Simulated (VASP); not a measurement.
# BeSn2S3 (P1) in VASP: single point with PBE

Aim: the single point of BeSn2S3 with PBE.

Everything below comes from runs of VASP 6.6.1. Logs are shortened: lines on timing, memory, paths and dates and some standing lists are left out, and cuts for length are marked.

## 1. The cell of the first run

The typed cell holds 6 atoms: a = 3.653 Å, b = 5.222 Å, c = 9.611 Å, α = 110.36°, β = 100.82°, γ = 90.21°.

The cell was generated, and may not be a known phase.

## 2. Single point, PBE

INCAR

```
SYSTEM = BeSn2S3
  PREC = Accurate
  ENCUT = 600
  EDIFF = 1E-6
  ISMEAR = 0
  SIGMA = 0.1
  LREAL = .False.
  LASPH = .True.
  NELM = 120
  ALGO = Normal
  ISIF = 2
  LWAVE = .False.
  LCHARG = .False.
  GGA = PE
  NBANDS = 33
  GGA_COMPAT = .False.
```

KPOINTS

```
Automatic mesh
0
Gamma
  4 4 2
  0 0 0
```

POSCAR

```
BeSn2S3
1.0
    3.6409084278      0.2303677042     -0.1885191387
   -0.3869012306      5.1437866986     -0.8124488963
   -1.2001993023     -2.0130443115      9.3207136513
Be Sn S
1 2 3
Direct
   -0.0263799622      0.5572554923      0.0208370990
    0.3577805911      0.0044300204      0.7909993518
    0.6643123256      0.0188887871      0.4023409220
    0.5264883291      0.6239016676      0.1273786538
    0.8605785527      0.3665549329      0.7928801713
    0.2086133137      0.7600285197      0.4952049722
```

Potentials or basis: VASP PAW PBE potentials, release 64 (Be, Sn_d, S).

On the command line:

```console
> cat potpaw_PBE.64/Be/POTCAR potpaw_PBE.64/Sn_d/POTCAR potpaw_PBE.64/S/POTCAR > POTCAR
> mpirun -np 1 vasp_std > vasp.out
```

OUTCAR:

```text
SYSTEM = BeSn2S3
   PREC = Accurate
   ENCUT = 600
   EDIFF = 1E-6
   ISMEAR = 0
   LREAL = .False.
   LASPH = .True.
   NELM = 120
   ISIF = 2
   GGA = PE

 ion  position               nearest neighbor table
   1  0.974  0.557  0.021-   5 2.03   4 2.05   4 2.05
   2  0.358  0.004  0.791-   5 2.62   5 2.62   6 2.63
   3  0.664  0.019  0.402-   6 2.60   6 2.60   4 2.68
   4  0.526  0.624  0.127-   1 2.05   1 2.05   3 2.68
   5  0.861  0.367  0.793-   1 2.03   2 2.62   2 2.62
   6  0.209  0.760  0.495-   3 2.60   3 2.60   2 2.63

  LATTYP: Found a triclinic cell.
 ALAT       =    10.5535918572
 B/A-ratio  =     0.3461434462
 C/A-ratio  =     0.4947989802
 COS(alpha) =     0.0036982463
 COS(beta)  =     0.1792045486
 COS(gamma) =     0.5189253089

  Lattice vectors:

 A1 = (   5.2280089607,  -2.9003746829,  -8.6967838937)
 A2 = (   3.6409084278,   0.2303677042,  -0.1885191387)
 A3 = (   0.3869012306,  -5.1437866986,   0.8124488963)

Analysis of symmetry for initial positions (statically):
=====================================================================
 Subroutine PRICEL returns:
 Original cell was already a primitive cell.

 Routine SETGRP: Setting up the symmetry group for a
 triclinic supercell.

 Subroutine GETGRP returns: Found  1 space group operations
 (whereof  1 operations were pure point group operations)
 out of a pool of  2 trial point group operations.

The static configuration has the point symmetry C_1 .

Analysis of symmetry for dynamics (positions and initial velocities):
=====================================================================
 Subroutine PRICEL returns:
 Original cell was already a primitive cell.

 Routine SETGRP: Setting up the symmetry group for a
 triclinic supercell.

 Subroutine GETGRP returns: Found  1 space group operations
 (whereof  1 operations were pure point group operations)
 out of a pool of  2 trial point group operations.

The dynamic configuration has the point symmetry C_1 .

 Subroutine INISYM returns: Found  1 space group operations
 (whereof  1 operations are pure point group operations),
 and found     1 'primitive' translations

----------------------------------------------------------------------------------------

                                     Primitive cell

  volume of cell :     168.3489

  direct lattice vectors                    reciprocal lattice vectors
     3.640908428  0.230367704 -0.188519139     0.275073214  0.027213108  0.041297682
    -0.386901231  5.143786699 -0.812448896    -0.010500183  0.200236583  0.041894088
    -1.200199302 -2.013044311  9.320713651     0.004648325  0.018004220  0.111774940

  length of vectors
     3.653056655  5.221906488  9.610854735     0.279484033  0.204841543  0.113311059

  position of ions in fractional coordinates (direct lattice)
     0.973620038  0.557255492  0.020837099
     0.357780591  0.004430020  0.790999352
     0.664312326  0.018888787  0.402340922
     0.526488329  0.623901668  0.127378654
     0.860578553  0.366554933  0.792880171
     0.208613314  0.760028520  0.495204972

  ion indices of the primitive-cell ions
   primitive index   ion index
                 1           1
                 2           2
                 3           3
                 4           4
                 5           5
                 6           6

----------------------------------------------------------------------------------------

 KPOINTS: Automatic mesh

Automatic generation of k-mesh.
 Grid dimensions read from file:
 generate k-points for:    4    4    2

 Generating k-lattice:

  Cartesian coordinates                     Fractional coordinates (reciprocal lattice)
     0.068768303  0.006803277  0.010324421     0.250000000 -0.000000000  0.000000000
    -0.002625046  0.050059146  0.010473522    -0.000000000  0.250000000  0.000000000
     0.002324162  0.009002110  0.055887470    -0.000000000 -0.000000000  0.500000000

  Length of vectors
     0.069871008  0.051210386  0.056655530

  Shift w.r.t. Gamma in fractional coordinates (k-lattice)
     0.000000000  0.000000000  0.000000000

 Subroutine IBZKPT returns following result:
 ===========================================

 Found     20 irreducible k-points:

 Following reciprocal coordinates:
            Coordinates               Weight
  0.000000  0.000000  0.000000      1.000000
  0.250000 -0.000000  0.000000      2.000000
  0.500000 -0.000000  0.000000      1.000000
  0.000000  0.250000 -0.000000      2.000000
  0.250000  0.250000  0.000000      2.000000
  0.500000  0.250000 -0.000000      2.000000
[... 12 lines left out ...]
  0.250000  0.500000  0.500000      2.000000
  0.500000  0.500000  0.500000      1.000000
   k-points           NKPTS =     20   k-points in BZ     NKDIM =     20   number of bands    NBANDS=     33
   number of dos      NEDOS =    301   number of ions     NIONS =      6
   total plane-waves  NPLWV = 100800
   dimension x,y,z NGX =    30 NGY =   42 NGZ =   80
   dimension x,y,z NGXF=    60 NGYF=   84 NGZF=  160
   ions per type =               1   2   3
   NGX,Y,Z   is equivalent  to a cutoff of  13.65, 13.37, 13.84 a.u.
   NGXF,Y,Z  is equivalent  to a cutoff of  27.31, 26.74, 27.68 a.u.
 SYSTEM =  BeSn2S3
   PREC   = accura    normal or accurate (medium, high low for compatibility)
   ISTART =      0    job   : 0-new  1-cont  2-samecut
   ICHARG =      2    charge: 1-file 2-atom 10-const
   ISPIN  =      1    spin polarized calculation?
   LNONCOLLINEAR =      F non collinear calculations
   LSORBIT =      F    spin-orbit coupling
   LASPH  =      T    aspherical Exc in radial PAW
   ENCUT  =  600.0 eV  44.10 Ry    6.64 a.u.   7.30 10.43 19.20*2*pi/ulx,y,z
   NELM   =    120;   NELMIN=  2; NELMDL= -5     # of ELM steps
   EDIFF  = 0.1E-05   stopping-criterion for ELM
   LREAL  =      F    real-space projection
   EDIFFG = 0.1E-04   stopping-criterion for IOM
   NSW    =      0    number of steps for IOM
   IBRION =     -1    ionic relax: 0-MD 1-quasi-New 2-CG
   NFREE  =      0    steps in history (QN), initial steepest desc. (CG)
   ISIF   =      2    stress and relaxation
   ISYM   =      2    0-nonsym 1-usesym 2-fastsym
   POTIM  = 0.5000    time-step for ionic-motion
   TEBEG  =    0.0;   TEEND  =   0.0 temperature during run
   PSTRESS=    0.0 pullay stress
   NELECT =      48.0000    total number of electrons
   NUPDOWN=      -1.0000    fix difference up-down
   EMIN   =  10.00;   EMAX   =-10.00  energy-range for DOS
   EFERMI =   0.00;   METHOD = LEGACY
   ISMEAR =     0;   SIGMA  =   0.10  broadening in eV -4-tet -1-fermi 0-gaus
   EFERMI_NEDOS =   21; number of points for ismear=-14 and -15
   IALGO  =     38    algorithm
   IMIX   =      4    mixing-type and parameters
     AMIX     =   0.40;   BMIX     =  1.00
     AMIX_MAG =   1.60;   BMIX_MAG =  1.00
  volume/ion in A,a.u.               =      28.06       189.35
  Fermi-wavevector in a.u.,A,eV,Ry     =   1.077503  2.036185 15.796538  1.161013
  Thomas-Fermi vector in A             =   2.213417
   LORBIT       =      0    0 simple, 1 ext, 2 COOP (PROOUT), +10 PAW based schemes
   GGA     = PE    functional components
   LHFCALC =     F    Hartree Fock is set to
   AEXX    =    0.0000 exact exchange contribution
   IVDW    =     0    specifies the selected vdW correction
   LEPSILON=     F    determine dielectric tensor
   LRPA    =     F    only Hartree local field effects (RPA)
 non-spin polarized calculation
 Gauss-broadening in eV      SIGMA  =   0.10
  energy-cutoff  :      600.00
  volume of cell :      168.35
 maximum number of plane-waves:      5641
 NGX is ok and might be reduce to    30
   NGX = 15   NGY = 21   NGZ = 39

 number of electron      48.0000007 magnetization

 Free energy of the ion-electron system (eV)
  ---------------------------------------------------
  ext. energy  EPLUGINS =         0.00000000
  ---------------------------------------------------
  free energy    TOTEN  =       -26.84147253 eV

  energy without entropy =      -26.84147253  energy(sigma->0) =      -26.84147253

 E-fermi :   3.4811     XC(G=0):  -8.2147

 val. band max:        2.9698319059   @ k =  -0.0000   0.5000   0.5000
 cond. band min:       3.9919661986   @ k =   0.5000  -0.0000   0.5000
 fundamental gap:      1.0221342927
 Fermi energy:         3.4810558206

 k-point     1 :       0.0000    0.0000    0.0000
  band No.  band energies     occupation
      1     -18.0833      2.00000
      2     -18.0351      2.00000
      3     -18.0282      2.00000
      4     -17.9819      2.00000
      5     -17.9791      2.00000
      6     -17.9733      2.00000
[... 25 lines left out ...]
     32       8.8001      0.00000
     33       9.1438      0.00000

 k-point     2 :       0.2500   -0.0000    0.0000
  band No.  band energies     occupation
      1     -18.0559      2.00000
      2     -18.0417      2.00000
      3     -18.0090      2.00000
      4     -17.9943      2.00000
      5     -17.9893      2.00000
      6     -17.9730      2.00000
[... 25 lines left out ...]
     32       8.6467      0.00000
     33       9.0336      0.00000

 k-point     3 :       0.5000   -0.0000    0.0000
  band No.  band energies     occupation
      1     -18.0639      2.00000
      2     -18.0262      2.00000
      3     -18.0090      2.00000
      4     -18.0027      2.00000
      5     -17.9823      2.00000
      6     -17.9702      2.00000
[... 25 lines left out ...]
     32       8.5727      0.00000
     33       9.2082      0.00000

 k-point     4 :       0.0000    0.2500   -0.0000
  band No.  band energies     occupation
      1     -18.0833      2.00000
      2     -18.0350      2.00000
      3     -18.0283      2.00000
      4     -17.9819      2.00000
      5     -17.9781      2.00000
      6     -17.9733      2.00000
[... 529 lines left out ...]
     32       9.0271      0.00000
     33       9.8719      0.00000

 k-point    19 :       0.2500    0.5000    0.5000
  band No.  band energies     occupation
      1     -18.0563      2.00000
      2     -18.0422      2.00000
      3     -18.0089      2.00000
      4     -17.9947      2.00000
      5     -17.9893      2.00000
      6     -17.9716      2.00000
[... 25 lines left out ...]
     32       9.0541      0.00000
     33       9.5328      0.00000

 k-point    20 :       0.5000    0.5000    0.5000
  band No.  band energies     occupation
      1     -18.0655      2.00000
      2     -18.0262      2.00000
      3     -18.0096      2.00000
      4     -18.0028      2.00000
      5     -17.9823      2.00000
      6     -17.9694      2.00000
[... 25 lines left out ...]
     32       8.8721      0.00000
     33       9.7398      0.00000

------------------------ aborting loop because EDIFF is reached ----------------------------------------

  FORCE on cell =-STRESS in cart. coord.  units (eV):
  Direction    XX          YY          ZZ          XY          YZ          ZX
  --------------------------------------------------------------------------------------
  -------------------------------------------------------------------------------------
  Total       -0.0044215      0.0779560      0.0536708      0.0009891     -0.0608851      0.0075053
  in kB       -0.0420798      0.7419077      0.5107855      0.0094131     -0.5794442      0.0714276
  external PRESSURE =       0.4035378 kB  Pullay stress =       0.0000000 kB

 VOLUME and BASIS-vectors are now :
 -----------------------------------------------------------------------------
  energy-cutoff  :      600.00
  volume of cell :      168.35
      direct lattice vectors                 reciprocal lattice vectors
     3.640908428  0.230367704 -0.188519139     0.275073214  0.027213108  0.041297682
    -0.386901231  5.143786699 -0.812448896    -0.010500183  0.200236583  0.041894088
    -1.200199302 -2.013044311  9.320713651     0.004648325  0.018004220  0.111774940

 POSITION                                       TOTAL-FORCE (eV/Angst)
 -----------------------------------------------------------------------------------
      3.30425      3.04875     -0.44207        -0.002006     -0.003664      0.006641
      0.35158     -1.48711      7.30163        -0.002645     -0.015768      0.007412
      1.92850     -0.55973      3.60952        -0.004050      0.025967     -0.000813
      1.52263      3.07408      0.58112         0.006681     -0.004341      0.013441
      2.03985      0.48763      6.93017        -0.002928      0.012647     -0.025581
     -0.12886      2.96061      3.95885         0.004948     -0.014841     -0.001100
 -----------------------------------------------------------------------------------
    total drift:                                0.000200      0.000480     -0.000041

  FREE ENERGIE OF THE ION-ELECTRON SYSTEM (eV)
  ---------------------------------------------------
  free  energy   TOTEN  =       -26.8414725347 eV

  energy  without entropy=      -26.8414725347  energy(sigma->0) =      -26.84147253
```

Run time: 2.4 min. Hardware: 1 thread of Intel Xeon Platinum 8259CL at 2.50GHz (Skylake/Cascade Lake), shared host; peak memory 0.37 GiB.

What came out:

```yaml
Free_energy: -26.8415 eV
Pressure: 0.0 GPa
Largest_force: 0.029 eV/Å
Band_gap_on_the_k_mesh: 1.02 eV (least direct gap 1.78 eV)
```

Forces on the atoms (eV/Å):
```
Be  -0.002 -0.004  0.007
Sn  -0.003 -0.016  0.007
Sn  -0.004  0.026 -0.001
S    0.007 -0.004  0.013
S   -0.003  0.013 -0.026
S    0.005 -0.015 -0.001
```

Caveat: the k points lie up to 0.44 Å⁻¹ apart; spin-orbit coupling is left out, which moves the levels of the heavy elements. A k mesh can miss the band edges.
